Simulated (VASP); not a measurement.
# SiNi (Pmmn) in VASP: single point with LDA

Aim: the single point of SiNi with LDA.

All numbers are computed with VASP 6.6.1; they aren't measurements. Logs are shortened: lines on timing, memory, paths and dates and some standing lists are left out, and cuts for length are marked.

## 1. The cell of the first run

It takes space group Pmmn (No. 59, orthorhombic). Conventional cell: a = 3.066 Å, b = 3.317 Å, c = 4.760 Å, α = 90.00°, β = 90.00°, γ = 90.00°. Within 3.1 Å of Si (site symmetry mm2) lie 6 Ni at 2.37 to 2.43 Å and 6 Si at 2.71 to 3.07 Å. Ni (site symmetry mm2) has 6 Si at 2.37 to 2.43 Å and 6 Ni at 2.70 to 3.07 Å within 3.1 Å.

## 2. Single point, LDA, collinear spin, ferromagnetic start (12.10 Å³/atom)

The input, INCAR:

```
ALGO = Normal
EDIFF = 1E-6
ENCUT = 600
GGA = CA
GGA_COMPAT = F
ISIF = 2
ISMEAR = -1
ISPIN = 2
LASPH = T
LCHARG = T
LELF = T
LMAXMIX = 4
LORBIT = 11
LREAL = F
LVHAR = T
LWAVE = F
MAGMOM = 0 0 1.5 1.5
NBANDS = 26
NELM = 200
PREC = Accurate
SIGMA = 0.05
```

The input, KPOINTS:

```
k-points
0
Gamma
  11 10 7
```

The input, POSCAR:

```
SiNi
1.0
    3.0664485148      0.0000000000      0.0000000000
    0.0000000000      3.3165773084      0.0000000000
    0.0000000000      0.0000000000      4.7595797209
Si Ni
2 2
Direct
    0.5000000000      0.5000000000      0.8423000000
    0.0000000000      0.0000000000      0.1577000000
    0.5000000000      0.5000000000      0.3442200000
    0.0000000000      0.0000000000      0.6557800000
```

Potentials or basis: VASP PAW LDA potentials, release 64 (Si, Ni).

Started as:

```console
$ cat potpaw_LDA.64/Si/POTCAR potpaw_LDA.64/Ni/POTCAR > POTCAR
$ mpirun -np 1 vasp_std > vasp.out
```

OUTCAR:

```text
EDIFF = 1E-6
   ENCUT = 600
   GGA = CA
   ISIF = 2
   ISMEAR = -1
   ISPIN = 2
   LASPH = T
   LORBIT = 11
   LREAL = F
   NELM = 200
   PREC = Accurate

 ion  position               nearest neighbor table
   1  0.500  0.500  0.842-   3 2.37   3 2.39   4 2.43   4 2.43   4 2.43   4 2.43   2 2.71   2 2.71
                             2 2.71   2 2.71
   2  0.000  0.000  0.158-   4 2.37   4 2.39   3 2.43   3 2.43   3 2.43   3 2.43   1 2.71   1 2.71
                             1 2.71   1 2.71
   3  0.500  0.500  0.344-   1 2.37   1 2.39   2 2.43   2 2.43   2 2.43   2 2.43   4 2.70   4 2.70
                             4 2.70   4 2.70
   4  0.000  0.000  0.656-   2 2.37   2 2.39   1 2.43   1 2.43   1 2.43   1 2.43   3 2.70   3 2.70
                             3 2.70   3 2.70

  LATTYP: Found a simple orthorhombic cell.
 ALAT       =     3.0664485148
 B/A-ratio  =     1.0815695396
 C/A-ratio  =     1.5521472798

  Lattice vectors:

 A1 = (   3.0664485148,   0.0000000000,   0.0000000000)
 A2 = (   0.0000000000,   3.3165773084,   0.0000000000)
 A3 = (   0.0000000000,   0.0000000000,   4.7595797209)

Analysis of symmetry for initial positions (statically):
=====================================================================
 Subroutine PRICEL returns:
 Original cell was already a primitive cell.

 Routine SETGRP: Setting up the symmetry group for a
 simple orthorhombic supercell.

 Subroutine GETGRP returns: Found  8 space group operations
 (whereof  4 operations were pure point group operations)
 out of a pool of  8 trial point group operations.

The static configuration has the point symmetry C_2v.
 The point group associated with its full space group is D_2h.

Analysis of symmetry for dynamics (positions and initial velocities):
=====================================================================
 Subroutine PRICEL returns:
 Original cell was already a primitive cell.

 Routine SETGRP: Setting up the symmetry group for a
 simple orthorhombic supercell.

 Subroutine GETGRP returns: Found  8 space group operations
 (whereof  4 operations were pure point group operations)
 out of a pool of  8 trial point group operations.

The dynamic configuration has the point symmetry C_2v.
 The point group associated with its full space group is D_2h.

Analysis of structural, dynamic, and magnetic symmetry:
=====================================================================
 Subroutine PRICEL returns:
 Original cell was already a primitive cell.

 Routine SETGRP: Setting up the symmetry group for a
 simple orthorhombic supercell.

 Subroutine GETGRP returns: Found  8 space group operations
 (whereof  4 operations were pure point group operations)
 out of a pool of  8 trial point group operations.

The overall configuration has the point symmetry C_2v.
 The point group associated with its full space group is D_2h.

 Subroutine INISYM returns: Found  8 space group operations
 (whereof  4 operations are pure point group operations),
 and found     1 'primitive' translations

----------------------------------------------------------------------------------------

                                     Primitive cell

  volume of cell :      48.4055

  direct lattice vectors                    reciprocal lattice vectors
     3.066448515  0.000000000  0.000000000     0.326110155  0.000000000  0.000000000
     0.000000000  3.316577308  0.000000000     0.000000000  0.301515661  0.000000000
     0.000000000  0.000000000  4.759579721     0.000000000  0.000000000  0.210102584

  length of vectors
     3.066448515  3.316577308  4.759579721     0.326110155  0.301515661  0.210102584

  position of ions in fractional coordinates (direct lattice)
     0.500000000  0.500000000  0.842300000
     0.000000000  0.000000000  0.157700000
     0.500000000  0.500000000  0.344220000
     0.000000000  0.000000000  0.655780000

  ion indices of the primitive-cell ions
   primitive index   ion index
                 1           1
                 2           2
                 3           3
                 4           4

----------------------------------------------------------------------------------------

 KPOINTS: k-points

Automatic generation of k-mesh.
 Grid dimensions read from file:
 generate k-points for:   11   10    7

 Generating k-lattice:

  Cartesian coordinates                     Fractional coordinates (reciprocal lattice)
     0.029646378  0.000000000  0.000000000     0.090909091  0.000000000  0.000000000
     0.000000000  0.030151566  0.000000000     0.000000000  0.100000000  0.000000000
     0.000000000  0.000000000  0.030014655     0.000000000  0.000000000  0.142857143

  Length of vectors
     0.029646378  0.030151566  0.030014655

  Shift w.r.t. Gamma in fractional coordinates (k-lattice)
     0.000000000  0.000000000  0.000000000

 Subroutine IBZKPT returns following result:
 ===========================================

 Found    144 irreducible k-points:

 Following reciprocal coordinates:
            Coordinates               Weight
  0.000000  0.000000  0.000000      1.000000
  0.090909  0.000000  0.000000      2.000000
  0.181818  0.000000  0.000000      2.000000
  0.272727  0.000000  0.000000      2.000000
  0.363636  0.000000  0.000000      2.000000
  0.454545  0.000000  0.000000      2.000000
[... 16 lines left out ...]
  0.363636  0.300000  0.000000      4.000000
  0.454545  0.300000  0.000000      4.000000
 [... further k-points ...]
   k-points           NKPTS =    144   k-points in BZ     NKDIM =    144   number of bands    NBANDS=     26
   number of dos      NEDOS =    301   number of ions     NIONS =      4
   total plane-waves  NPLWV =  26880
   dimension x,y,z NGX =    24 NGY =   28 NGZ =   40
   dimension x,y,z NGXF=    48 NGYF=   56 NGZF=   80
   ions per type =               2   2
   NGX,Y,Z   is equivalent  to a cutoff of  13.01, 14.04, 13.97 a.u.
   NGXF,Y,Z  is equivalent  to a cutoff of  26.02, 28.07, 27.94 a.u.
 SYSTEM =  unknown system
   PREC   = accura    normal or accurate (medium, high low for compatibility)
   ISTART =      0    job   : 0-new  1-cont  2-samecut
   ICHARG =      2    charge: 1-file 2-atom 10-const
   ISPIN  =      2    spin polarized calculation?
   LNONCOLLINEAR =      F non collinear calculations
   LSORBIT =      F    spin-orbit coupling
   LASPH  =      T    aspherical Exc in radial PAW
   ENCUT  =  600.0 eV  44.10 Ry    6.64 a.u.   6.12  6.62  9.51*2*pi/ulx,y,z
   NELM   =    200;   NELMIN=  2; NELMDL= -5     # of ELM steps
   EDIFF  = 0.1E-05   stopping-criterion for ELM
   LREAL  =      F    real-space projection
   EDIFFG = 0.1E-04   stopping-criterion for IOM
   NSW    =      0    number of steps for IOM
   IBRION =     -1    ionic relax: 0-MD 1-quasi-New 2-CG
   NFREE  =      0    steps in history (QN), initial steepest desc. (CG)
   ISIF   =      2    stress and relaxation
   ISYM   =      2    0-nonsym 1-usesym 2-fastsym
   POTIM  = 0.5000    time-step for ionic-motion
   TEBEG  =    0.0;   TEEND  =   0.0 temperature during run
   PSTRESS=    0.0 pullay stress
   NELECT =      28.0000    total number of electrons
   NUPDOWN=      -1.0000    fix difference up-down
   EMIN   =  10.00;   EMAX   =-10.00  energy-range for DOS
   EFERMI =   0.00;   METHOD = LEGACY
   ISMEAR =    -1;   SIGMA  =   0.05  broadening in eV -4-tet -1-fermi 0-gaus
   EFERMI_NEDOS =   21; number of points for ismear=-14 and -15
   IALGO  =     38    algorithm
   IMIX   =      4    mixing-type and parameters
     AMIX     =   0.40;   BMIX     =  1.00
     AMIX_MAG =   1.60;   BMIX_MAG =  1.00
  volume/ion in A,a.u.               =      12.10        81.66
  Fermi-wavevector in a.u.,A,eV,Ry     =   1.364047  2.577675 25.315334  1.860625
  Thomas-Fermi vector in A             =   2.490397
   LORBIT       =     11    0 simple, 1 ext, 2 COOP (PROOUT), +10 PAW based schemes
   GGA     = CA    functional components
   LHFCALC =     F    Hartree Fock is set to
   AEXX    =    0.0000 exact exchange contribution
   IVDW    =     0    specifies the selected vdW correction
   LEPSILON=     F    determine dielectric tensor
   LRPA    =     F    only Hartree local field effects (RPA)
 spin polarized calculation
  energy-cutoff  :      600.00
  volume of cell :       48.41
 maximum number of plane-waves:      1646
   NGX = 13   NGY = 13   NGZ = 19

 number of electron      28.0000006 magnetization      -0.0001866

 number of electron      28.0000006 magnetization       0.0000383

 Free energy of the ion-electron system (eV)
  ---------------------------------------------------
  ext. energy  EPLUGINS =         0.00000000
  ---------------------------------------------------
  free energy    TOTEN  =       -27.09237594 eV

  energy without entropy =      -27.08058015  energy(sigma->0) =      -27.08647805

 E-fermi :  10.4920     XC(G=0): -12.4614

 val. band max:       10.4895252272   @ k =   0.3636   0.5000   0.4286
 cond. band min:      10.4989806913   @ k =   0.2727   0.1000   0.4286
 fundamental gap:      0.0094554640
 Fermi energy:        10.4920358297

 spin component 1

 k-point     1 :       0.0000    0.0000    0.0000
  band No.  band energies     occupation
      1      -2.8773      1.00000
      2       2.6761      1.00000
      3       4.3704      1.00000
      4       6.6573      1.00000
      5       7.1624      1.00000
      6       7.6860      1.00000
[... 18 lines left out ...]
     25      23.6297      0.00000
     26      23.6855      0.00000

 k-point     2 :       0.0909    0.0000    0.0000
  band No.  band energies     occupation
      1      -2.7498      1.00000
      2       2.7670      1.00000
      3       4.4729      1.00000
      4       6.6109      1.00000
      5       7.2068      1.00000
      6       7.6247      1.00000
[... 18 lines left out ...]
     25      22.2824      0.00000
[... 608 lines left out ...]
     25      25.0135      0.00000
     26      25.7059      0.00000

 k-point    24 :       0.4545    0.3000    0.0000
  band No.  band energies     occupation
      1       1.1878      1.00000
      2       2.2791      1.00000
      3       5.0696      1.00000
      4       5.5726      1.00000
      5       6.6103      1.00000
      6       6.6201      1.00000
[... 18 lines left out ...]
     25      25.9061      0.00000
     26      26.5247      0.00000

 [... further k-points ...]

 spin component 2

 k-point     1 :       0.0000    0.0000    0.0000
  band No.  band energies     occupation
      1      -2.8773      1.00000
      2       2.6761      1.00000
      3       4.3704      1.00000
      4       6.6573      1.00000
      5       7.1624      1.00000
      6       7.6860      1.00000
[... 18 lines left out ...]
     25      23.6297      0.00000
     26      23.6856      0.00000

 k-point     2 :       0.0909    0.0000    0.0000
  band No.  band energies     occupation
      1      -2.7498      1.00000
      2       2.7671      1.00000
      3       4.4729      1.00000
      4       6.6109      1.00000
      5       7.2068      1.00000
      6       7.6247      1.00000
[... 18 lines left out ...]
     25      22.2824      0.00000
[... 608 lines left out ...]
     25      25.0135      0.00000
     26      25.7059      0.00000

 k-point    24 :       0.4545    0.3000    0.0000
  band No.  band energies     occupation
      1       1.1879      1.00000
      2       2.2792      1.00000
      3       5.0696      1.00000
      4       5.5727      1.00000
      5       6.6103      1.00000
      6       6.6202      1.00000
[... 18 lines left out ...]
     25      25.9061      0.00000
     26      26.5248      0.00000

 [... further k-points ...]
[... 5 lines left out ...]
  --------------------------------------------------------------------------------------
  -------------------------------------------------------------------------------------
  Total       -4.1609948     -4.5522566     -5.3502917      0.0000000      0.0000000      0.0000000
  in kB     -137.7251794   -150.6755930   -177.0898341      0.0000000      0.0000000      0.0000000
  external PRESSURE =    -155.1635355 kB  Pullay stress =       0.0000000 kB

 VOLUME and BASIS-vectors are now :
 -----------------------------------------------------------------------------
  energy-cutoff  :      600.00
  volume of cell :       48.41
      direct lattice vectors                 reciprocal lattice vectors
     3.066448515  0.000000000  0.000000000     0.326110155  0.000000000  0.000000000
     0.000000000  3.316577308  0.000000000     0.000000000  0.301515661  0.000000000
     0.000000000  0.000000000  4.759579721     0.000000000  0.000000000  0.210102584

 POSITION                                       TOTAL-FORCE (eV/Angst)
 -----------------------------------------------------------------------------------
      1.53322      1.65829      4.00899         0.000000      0.000000     -0.241618
      0.00000      0.00000      0.75059         0.000000      0.000000      0.241618
      1.53322      1.65829      1.63834         0.000000      0.000000     -0.246685
      0.00000      0.00000      3.12124         0.000000      0.000000      0.246685
 -----------------------------------------------------------------------------------
    total drift:                                0.000000      0.000000     -0.000000

  FREE ENERGIE OF THE ION-ELECTRON SYSTEM (eV)
  ---------------------------------------------------
  free  energy   TOTEN  =       -27.0923759406 eV

  energy  without entropy=      -27.0805801507  energy(sigma->0) =      -27.08647805

 total charge

# of ion       s       p       d       tot
------------------------------------------
    1        0.759   0.831   0.000   1.589
    2        0.759   0.831   0.000   1.589
    3        0.461   0.557   8.460   9.478
    4        0.461   0.557   8.460   9.478
--------------------------------------------------
tot          2.440   2.775  16.919  22.134

 magnetization (x)

# of ion       s       p       d       tot
------------------------------------------
    1       -0.000   0.000   0.000   0.000
    2       -0.000   0.000   0.000   0.000
    3       -0.000   0.000   0.000   0.000
    4       -0.000   0.000   0.000   0.000
--------------------------------------------------
tot         -0.000   0.000   0.000   0.000
```

Run time: 6.2 min. Hardware: 1 thread of Intel Xeon Platinum 8488C (Sapphire Rapids), shared host; peak memory 0.39 GiB.

Results:

```
Free energy                                           : -27.0924 eV
Pressure                                              : -15.5 GPa
Largest force                                         : 0.247 eV/Å
Band gap on the k mesh                                : zero (filled and empty bands overlap)
Net moment                                            : 0.00 μB per cell
Valence electrons inside the program's atomic spheres : Si 1.59; Ni 9.48
```

Forces in eV/Å, atoms in the order of the input:
```
Si   0.000  0.000 -0.242
Si   0.000  0.000  0.242
Ni   0.000  0.000 -0.247
Ni   0.000  0.000  0.247
```

Caveat: the cell stands under tension; the moments typed at the start vanished in this run.
